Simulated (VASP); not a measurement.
# SrCl2 (Fm-3m) in VASP: further runs

Aim: see how the results for SrCl2 move with the level of theory and the settings. Levels: PBE, LDA. Tasks: single point.

All numbers are computed with VASP 6.6.1; they aren't measurements. Logs are shortened: lines on timing, memory, paths and dates and some standing lists are left out, and cuts for length are marked.

## Step 1: The cell of the first run

Symmetry: Fm-3m, No. 225, cubic system. The conventional cell has a = 6.995 Å, b = 6.995 Å, c = 6.995 Å, α = 90.00°, β = 90.00°, γ = 90.00°. Within 4.0 Å of Sr (site symmetry m-3m) lie 8 Cl at 3.03 Å. Within 4.0 Å of Cl (site symmetry -43m) lie 4 Sr at 3.03 Å and 6 Cl at 3.50 Å.

## Step 2: Single point, PBE

The input, INCAR:

```
SYSTEM = SrCl2
PREC = Accurate ; ENCUT = 520
EDIFF = 1E-6 ; ISMEAR = -1
SIGMA = 0.02 ; LREAL = .FALSE.
LASPH = .TRUE. ; NELM = 60
ALGO = Normal ; ISIF = 2
LWAVE = .FALSE. ; LCHARG = .FALSE.
GGA = PE ; NBANDS = 19
```

The input, KPOINTS:

```
regular mesh
0
G
  6 6 6
  0 0 0
```

The input, POSCAR:

```
SrCl2
1.0
    0.0000000000      3.4976509228      3.4976509228
    3.4976509228      0.0000000000      3.4976509228
    3.4976509228      3.4976509228      0.0000000000
Sr Cl
1 2
Direct
    0.0000000000      0.0000000000      0.0000000000
    0.2500000000      0.2500000000      0.2500000000
    0.7500000000      0.7500000000      0.7500000000
```

Potentials or basis: VASP PAW PBE potentials, release 64 (Sr_sv, Cl).

On the command line:

```
> cat potpaw_PBE.64/Sr_sv/POTCAR potpaw_PBE.64/Cl/POTCAR > POTCAR
> mpirun -np 1 vasp_std > vasp.out
```

OUTCAR:

```text
SYSTEM = SrCl2
   PREC = Accurate
   ENCUT = 520
   EDIFF = 1E-6
   ISMEAR = -1
   LREAL = .FALSE.
   LASPH = .TRUE.
   NELM = 60
   ISIF = 2
   GGA = PE

 ion  position               nearest neighbor table
   1  0.000  0.000  0.000-   3 3.03   3 3.03   3 3.03   2 3.03   3 3.03   2 3.03   2 3.03   2 3.03

   2  0.250  0.250  0.250-   1 3.03   1 3.03   1 3.03   1 3.03
   3  0.750  0.750  0.750-   1 3.03   1 3.03   1 3.03   1 3.03

  LATTYP: Found a face centered cubic cell.
 ALAT       =     6.9953018456

  Lattice vectors:

 A1 = (   0.0000000000,   3.4976509228,   3.4976509228)
 A2 = (   3.4976509228,   0.0000000000,   3.4976509228)
 A3 = (   3.4976509228,   3.4976509228,   0.0000000000)

Analysis of symmetry for initial positions (statically):
=====================================================================
 Subroutine PRICEL returns:
 Original cell was already a primitive cell.

 Routine SETGRP: Setting up the symmetry group for a
 face centered cubic supercell.

 Subroutine GETGRP returns: Found 48 space group operations
 (whereof 48 operations were pure point group operations)
 out of a pool of 48 trial point group operations.

The static configuration has the point symmetry O_h .

Analysis of symmetry for dynamics (positions and initial velocities):
=====================================================================
 Subroutine PRICEL returns:
 Original cell was already a primitive cell.

 Routine SETGRP: Setting up the symmetry group for a
 face centered cubic supercell.

 Subroutine GETGRP returns: Found 48 space group operations
 (whereof 48 operations were pure point group operations)
 out of a pool of 48 trial point group operations.

The dynamic configuration has the point symmetry O_h .

 Subroutine INISYM returns: Found 48 space group operations
 (whereof 48 operations are pure point group operations),
 and found     1 'primitive' translations

----------------------------------------------------------------------------------------

                                     Primitive cell

  volume of cell :      85.5775

  direct lattice vectors                    reciprocal lattice vectors
     0.000000000  3.497650923  3.497650923    -0.142953088  0.142953088  0.142953088
[... 73 lines left out ...]
   ISPIN  =      1    spin polarized calculation?
   LNONCOLLINEAR =      F non collinear calculations
   LSORBIT =      F    spin-orbit coupling
   LASPH  =      T    aspherical Exc in radial PAW
   ENCUT  =  520.0 eV  38.22 Ry    6.18 a.u.   9.20  9.20  9.20*2*pi/ulx,y,z
   NELM   =     60;   NELMIN=  2; NELMDL= -5     # of ELM steps
   EDIFF  = 0.1E-05   stopping-criterion for ELM
   LREAL  =      F    real-space projection
   EDIFFG = 0.1E-04   stopping-criterion for IOM
   NSW    =      0    number of steps for IOM
   IBRION =     -1    ionic relax: 0-MD 1-quasi-New 2-CG
   NFREE  =      0    steps in history (QN), initial steepest desc. (CG)
   ISIF   =      2    stress and relaxation
   ISYM   =      2    0-nonsym 1-usesym 2-fastsym
   POTIM  = 0.5000    time-step for ionic-motion
   TEBEG  =    0.0;   TEEND  =   0.0 temperature during run
   PSTRESS=    0.0 pullay stress
   NELECT =      24.0000    total number of electrons
   NUPDOWN=      -1.0000    fix difference up-down
   EMIN   =  10.00;   EMAX   =-10.00  energy-range for DOS
   EFERMI =   0.00;   METHOD = LEGACY
   ISMEAR =    -1;   SIGMA  =   0.02  broadening in eV -4-tet -1-fermi 0-gaus
   EFERMI_NEDOS =   21; number of points for ismear=-14 and -15
   IALGO  =     38    algorithm
   IMIX   =      4    mixing-type and parameters
     AMIX     =   0.40;   BMIX     =  1.00
     AMIX_MAG =   1.60;   BMIX_MAG =  1.00
  volume/ion in A,a.u.               =      28.53       192.50
  Fermi-wavevector in a.u.,A,eV,Ry     =   1.071582  2.024997 15.623409  1.148288
  Thomas-Fermi vector in A             =   2.207327
   LORBIT       =      0    0 simple, 1 ext, 2 COOP (PROOUT), +10 PAW based schemes
   GGA     = PE    functional components
   LHFCALC =     F    Hartree Fock is set to
   AEXX    =    0.0000 exact exchange contribution
   IVDW    =     0    specifies the selected vdW correction
   LEPSILON=     F    determine dielectric tensor
   LRPA    =     F    only Hartree local field effects (RPA)
 non-spin polarized calculation
  energy-cutoff  :      520.00
  volume of cell :       85.58
 maximum number of plane-waves:      2332
 NGX is ok and might be reduce to    40
   NGX = 19   NGY = 19   NGZ = 19

 number of electron      24.0000002 magnetization

 Free energy of the ion-electron system (eV)
  ---------------------------------------------------
  ext. energy  EPLUGINS =         0.00000000
  ---------------------------------------------------
  free energy    TOTEN  =       -12.78647772 eV

  energy without entropy =      -12.78647772  energy(sigma->0) =      -12.78647772

 E-fermi :   0.5637     XC(G=0):  -8.2486

 val. band max:        0.1004781564   @ k =   0.5000   0.5000   0.0000
 cond. band min:       5.4077012110   @ k =   0.0000   0.0000   0.0000
 fundamental gap:      5.3072230546
 Fermi energy:         0.5637331452

 k-point     1 :       0.0000    0.0000    0.0000
  band No.  band energies     occupation
      1     -32.8129      2.00000
      2     -14.8011      2.00000
      3     -14.8011      2.00000
      4     -14.8011      2.00000
      5     -13.1802      2.00000
      6     -12.3464      2.00000
[... 329 lines left out ...]
      6     -12.4913      2.00000
[... 11 lines left out ...]
     18       9.5983      0.00000
     19      10.0606      0.00000

------------------------ aborting loop because EDIFF is reached ----------------------------------------

  FORCE on cell =-STRESS in cart. coord.  units (eV):
  Direction    XX          YY          ZZ          XY          YZ          ZX
  --------------------------------------------------------------------------------------
  -------------------------------------------------------------------------------------
  Total        0.4127003      0.4127003      0.4127003      0.0000000      0.0000000     -0.0000000
  in kB        7.7265556      7.7265556      7.7265556      0.0000000      0.0000000     -0.0000000
  external PRESSURE =       7.7265556 kB  Pullay stress =       0.0000000 kB

 VOLUME and BASIS-vectors are now :
 -----------------------------------------------------------------------------
  energy-cutoff  :      520.00
  volume of cell :       85.58
      direct lattice vectors                 reciprocal lattice vectors
     0.000000000  3.497650923  3.497650923    -0.142953088  0.142953088  0.142953088
     3.497650923  0.000000000  3.497650923     0.142953088 -0.142953088  0.142953088
     3.497650923  3.497650923  0.000000000     0.142953088  0.142953088 -0.142953088

 POSITION                                       TOTAL-FORCE (eV/Angst)
 -----------------------------------------------------------------------------------
      0.00000      0.00000      0.00000        -0.000000     -0.000000     -0.000000
      1.74883      1.74883      1.74883         0.000000      0.000000      0.000000
      5.24648      5.24648      5.24648        -0.000000     -0.000000     -0.000000
 -----------------------------------------------------------------------------------
    total drift:                               -0.000000     -0.000000      0.000000

  FREE ENERGIE OF THE ION-ELECTRON SYSTEM (eV)
  ---------------------------------------------------
  free  energy   TOTEN  =       -12.7864777181 eV

  energy  without entropy=      -12.7864777181  energy(sigma->0) =      -12.78647772
```

OSZICAR:

```text
N       E                     dE             d eps       ncg     rms          rms(c)
DAV:   1     0.141673068648E+03    0.14167E+03   -0.11561E+04   608   0.114E+03
DAV:   2    -0.382995517654E+01   -0.14550E+03   -0.13940E+03   798   0.221E+02
DAV:   3    -0.128051594862E+02   -0.89752E+01   -0.89509E+01   826   0.551E+01
DAV:   4    -0.130629145221E+02   -0.25776E+00   -0.25737E+00   978   0.794E+00
DAV:   5    -0.130658527525E+02   -0.29382E-02   -0.29379E-02   840   0.814E-01    0.127E+01
DAV:   6    -0.127681514582E+02    0.29770E+00   -0.59976E-01   696   0.433E+00    0.817E+00
DAV:   7    -0.127776728225E+02   -0.95214E-02   -0.36133E-01   825   0.360E+00    0.214E+00
DAV:   8    -0.127839860928E+02   -0.63133E-02   -0.53651E-02   688   0.128E+00    0.399E-01
DAV:   9    -0.127850127583E+02   -0.10267E-02   -0.20148E-03   772   0.266E-01    0.143E-01
DAV:  10    -0.127863536356E+02   -0.13409E-02   -0.93757E-04   655   0.178E-01    0.347E-02
DAV:  11    -0.127864552433E+02   -0.10161E-03   -0.67957E-05   779   0.464E-02    0.413E-02
DAV:  12    -0.127864766418E+02   -0.21398E-04   -0.22946E-05   653   0.243E-02    0.559E-03
DAV:  13    -0.127864777172E+02   -0.10755E-05   -0.12813E-06   754   0.642E-03    0.438E-03
DAV:  14    -0.127864777181E+02   -0.88971E-09   -0.38631E-07   513   0.408E-03
   1 F= -.12786478E+02 E0= -.12786478E+02  d E =-.133945E-11
```

stdout:

```text
POSCAR found type information on POSCAR SrCl
 POSCAR found :  2 types and       3 ions
 scaLAPACK will be used
 LDA part: xc-table for (Slater+PW92), standard interpolation
 POSCAR, INCAR and KPOINTS ok, starting setup
 FFT: planning ... GRIDC
 FFT: planning ... GRID_SOFT
 FFT: planning ... GRID
 WAVECAR not read
 entering main loop
```

Wall time 56 s (1 thread of Intel Xeon 6975P-C, shared host); peak memory 0.24 GiB.

Results:

- Free energy: -12.7865 eV
- Pressure: 0.8 GPa
- Band gap on the k mesh: 5.31 eV, indirect (least direct gap 5.51 eV)

Levels at points of the mesh, in eV from the valence-band top:
| k point | band 8 | band 9 | band 10 | band 11 | band 12 | band 13 | band 14 | band 15 | band 16 | band 17 |
| --- | --- | --- | --- | --- | --- | --- | --- | --- | --- | --- |
| (0.00, 0.00, 0.00) | -2.10 | -2.10 | -0.33 | -0.33 | -0.33 | 5.31 | 6.10 | 6.10 | 9.02 | 9.02 |
| (0.50, 0.00, 0.00) | -1.54 | -1.48 | -1.30 | -1.04 | -1.04 | 6.70 | 6.70 | 7.48 | 7.86 | 8.58 |
| (0.50, 0.50, 0.00) | -1.86 | -1.86 | -0.40 | -0.40 | 0.00 | 5.51 | 7.02 | 7.58 | 7.98 | 7.98 |

A k mesh can miss the band edges. PBE gaps usually lie below the measured ones, often by a third to a half.

## Step 3: Single point, LDA

The input, INCAR:

```
SYSTEM = SrCl2
ALGO = Normal ; EDIFF = 1E-6
ENCUT = 520 ; GGA = CA
ISIF = 2 ; ISMEAR = 0
LASPH = .TRUE. ; LCHARG = .FALSE.
LREAL = .FALSE. ; LWAVE = .FALSE.
NBANDS = 19 ; NELM = 80
PREC = Accurate ; SIGMA = 0.01
```

The input, KPOINTS:

```
k-points
0
G
  6 6 6
  0 0 0
```

POSCAR is that of step 2.

Potentials or basis: VASP PAW LDA potentials, release 64 (Sr_sv, Cl).

On the command line:

```
> cat potpaw_LDA.64/Sr_sv/POTCAR potpaw_LDA.64/Cl/POTCAR > POTCAR
> mpirun -np 1 vasp_std > vasp.out
```

OUTCAR:

```text
SYSTEM = SrCl2
   EDIFF = 1E-6
   ENCUT = 520
   GGA = CA
   ISIF = 2
   ISMEAR = 0
   LASPH = .TRUE.
   LREAL = .FALSE.
   NELM = 80
   PREC = Accurate

 ion  position               nearest neighbor table
   1  0.000  0.000  0.000-   3 3.03   3 3.03   3 3.03   2 3.03   3 3.03   2 3.03   2 3.03   2 3.03

   2  0.250  0.250  0.250-   1 3.03   1 3.03   1 3.03   1 3.03
   3  0.750  0.750  0.750-   1 3.03   1 3.03   1 3.03   1 3.03

  LATTYP: Found a face centered cubic cell.
 ALAT       =     6.9953018456

  Lattice vectors:

 A1 = (   0.0000000000,   3.4976509228,   3.4976509228)
 A2 = (   3.4976509228,   0.0000000000,   3.4976509228)
 A3 = (   3.4976509228,   3.4976509228,   0.0000000000)

Analysis of symmetry for initial positions (statically):
=====================================================================
 Subroutine PRICEL returns:
 Original cell was already a primitive cell.

[... 157 lines left out ...]
  ext. energy  EPLUGINS =         0.00000000
  ---------------------------------------------------
  free energy    TOTEN  =       -14.01371544 eV

  energy without entropy =      -14.01371544  energy(sigma->0) =      -14.01371544

 E-fermi :   0.0224     XC(G=0):  -8.7659

 val. band max:       -0.0915663691   @ k =   0.5000   0.5000   0.0000
 cond. band min:       4.7644217536   @ k =   0.0000   0.0000   0.0000
 fundamental gap:      4.8559881226
 Fermi energy:         0.0223595723

 k-point     1 :       0.0000    0.0000    0.0000
  band No.  band energies     occupation
      1     -32.8118      2.00000
      2     -14.9091      2.00000
      3     -14.9091      2.00000
      4     -14.9091      2.00000
      5     -13.3030      2.00000
      6     -12.4365      2.00000
[... 329 lines left out ...]
      6     -12.5807      2.00000
[... 11 lines left out ...]
     18       9.0679      0.00000
     19       9.5671      0.00000

------------------------ aborting loop because EDIFF is reached ----------------------------------------

  FORCE on cell =-STRESS in cart. coord.  units (eV):
  Direction    XX          YY          ZZ          XY          YZ          ZX
  --------------------------------------------------------------------------------------
  -------------------------------------------------------------------------------------
  Total       -1.5896693     -1.5896693     -1.5896693      0.0000000      0.0000000      0.0000000
  in kB      -29.7617168    -29.7617168    -29.7617168      0.0000000      0.0000000      0.0000000
  external PRESSURE =     -29.7617168 kB  Pullay stress =       0.0000000 kB

 VOLUME and BASIS-vectors are now :
 -----------------------------------------------------------------------------
  energy-cutoff  :      520.00
  volume of cell :       85.58
      direct lattice vectors                 reciprocal lattice vectors
     0.000000000  3.497650923  3.497650923    -0.142953088  0.142953088  0.142953088
     3.497650923  0.000000000  3.497650923     0.142953088 -0.142953088  0.142953088
     3.497650923  3.497650923  0.000000000     0.142953088  0.142953088 -0.142953088

 POSITION                                       TOTAL-FORCE (eV/Angst)
 -----------------------------------------------------------------------------------
      0.00000      0.00000      0.00000        -0.000000     -0.000000      0.000000
      1.74883      1.74883      1.74883         0.000000      0.000000     -0.000000
      5.24648      5.24648      5.24648        -0.000000     -0.000000      0.000000
 -----------------------------------------------------------------------------------
    total drift:                               -0.000000     -0.000000      0.000000

  FREE ENERGIE OF THE ION-ELECTRON SYSTEM (eV)
  ---------------------------------------------------
  free  energy   TOTEN  =       -14.0137154384 eV

  energy  without entropy=      -14.0137154384  energy(sigma->0) =      -14.01371544
```

OSZICAR:

```text
N       E                     dE             d eps       ncg     rms          rms(c)
DAV:   1     0.138493771817E+03    0.13849E+03   -0.11526E+04   608   0.114E+03
DAV:   2    -0.537250693636E+01   -0.14387E+03   -0.13787E+03   798   0.223E+02
DAV:   3    -0.140899834794E+02   -0.87175E+01   -0.86929E+01   826   0.544E+01
DAV:   4    -0.143384132916E+02   -0.24843E+00   -0.24801E+00   965   0.783E+00
DAV:   5    -0.143414308758E+02   -0.30176E-02   -0.30173E-02   824   0.845E-01    0.135E+01
DAV:   6    -0.140465231742E+02    0.29491E+00   -0.55579E-01   686   0.405E+00    0.879E+00
DAV:   7    -0.140173238939E+02    0.29199E-01   -0.27804E-01   801   0.318E+00    0.173E+00
DAV:   8    -0.140131050214E+02    0.42189E-02   -0.49007E-02   694   0.115E+00    0.305E-01
DAV:   9    -0.140134652578E+02   -0.36024E-03   -0.13756E-03   711   0.226E-01    0.108E-01
DAV:  10    -0.140136766031E+02   -0.21135E-03   -0.13279E-04   759   0.669E-02    0.230E-02
DAV:  11    -0.140137120882E+02   -0.35485E-04   -0.21263E-05   728   0.284E-02    0.219E-02
DAV:  12    -0.140137148093E+02   -0.27211E-05   -0.47904E-06   755   0.107E-02    0.440E-03
DAV:  13    -0.140137154384E+02   -0.62909E-06   -0.51975E-07   572   0.396E-03
   1 F= -.14013715E+02 E0= -.14013715E+02  d E =-.336117E-60
```

It took 47 s on 1 thread of Intel Xeon 6975P-C, shared host; peak memory 0.19 GiB.

Results:

- Free energy: -14.0137 eV
- Pressure: -3.0 GPa
- Band gap on the k mesh: 4.86 eV, indirect (least direct gap 5.15 eV)

Levels at points of the mesh, in eV from the valence-band top:
| k point | band 9 | band 10 | band 11 | band 12 | band 13 | band 14 | band 15 | band 16 |
| --- | --- | --- | --- | --- | --- | --- | --- | --- |
| (0.00, 0.00, 0.00) | -2.17 | -0.34 | -0.34 | -0.34 | 4.86 | 5.82 | 5.82 | 8.69 |
| (0.50, 0.00, 0.00) | -1.55 | -1.36 | -1.07 | -1.07 | 6.43 | 6.43 | 7.27 | 7.43 |
| (0.50, 0.50, 0.00) | -1.91 | -0.42 | -0.42 | 0.00 | 5.15 | 6.79 | 7.33 | 7.82 |
